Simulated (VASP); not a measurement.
Write the native input for VASP 6.6.1 that does the following.

```yaml
Task: single point
Functional: PBE
Potentials_or_basis: VASP PAW PBE potentials, release 64 (Ti_sv, O)
Cutoff: 520 eV
k_mesh: 10 × 10 × 10
Occupations: fermi-dirac, width 0.02 eV
Spin: no spin polarisation
Dipole_correction: no
Further_INCAR_settings: ALGO = Normal; EDIFF = 1e-06; NBANDS = 33
```

The structure of TiO2 lies in POSCAR:

```
TiO2
1.0
   -1.8888988106      1.8888988106      4.8396326517
    1.8888988106     -1.8888988106      4.8396326517
    1.8888988106      1.8888988106     -4.8396326517
Ti O
2 4
Direct
    0.7500000000      0.2500000000      0.5000000000
    0.0000000000      0.0000000000      0.0000000000
    0.5439109570      0.0439109570      0.5000000000
    0.7939109570      0.7939109570      0.0000000000
    0.2060890430      0.2060890430      0.0000000000
    0.9560890430      0.4560890430      0.5000000000
```

This cell differs from its parent crystal: uniaxial z strain +1.0%.

These files were run (other wordings do the same):

INCAR

```
SYSTEM = TiO2
PREC = Accurate
ENCUT = 520
EDIFF = 1E-6
ISMEAR = -1
SIGMA = 0.02
LREAL = .FALSE.
LASPH = .TRUE.
NELM = 100
ALGO = Normal
ISIF = 2
LWAVE = .FALSE.
LCHARG = .FALSE.
GGA = PE
NBANDS = 33
```

KPOINTS

```
Automatic mesh
0
G
  10 10 10
  0 0 0
```

Potentials or basis: VASP PAW PBE potentials, release 64 (Ti_sv, O).

Launch:

```console
$ cat potpaw_PBE.64/Ti_sv/POTCAR potpaw_PBE.64/O/POTCAR > POTCAR
$ mpirun -np 1 vasp_std > vasp.out
```

Results of the run:

```
Pressure               : 3.7 GPa
Largest force          : 0.103 eV/Å
Band gap on the k mesh : 2.16 eV, indirect (least direct gap 2.45 eV)
```

Caveat: the cell differs from its parent crystal (uniaxial z strain +1.0%).

Run time: 6.5 min on 1 thread of Intel Xeon 6975P-C (shared host), peak memory 0.38 GiB.
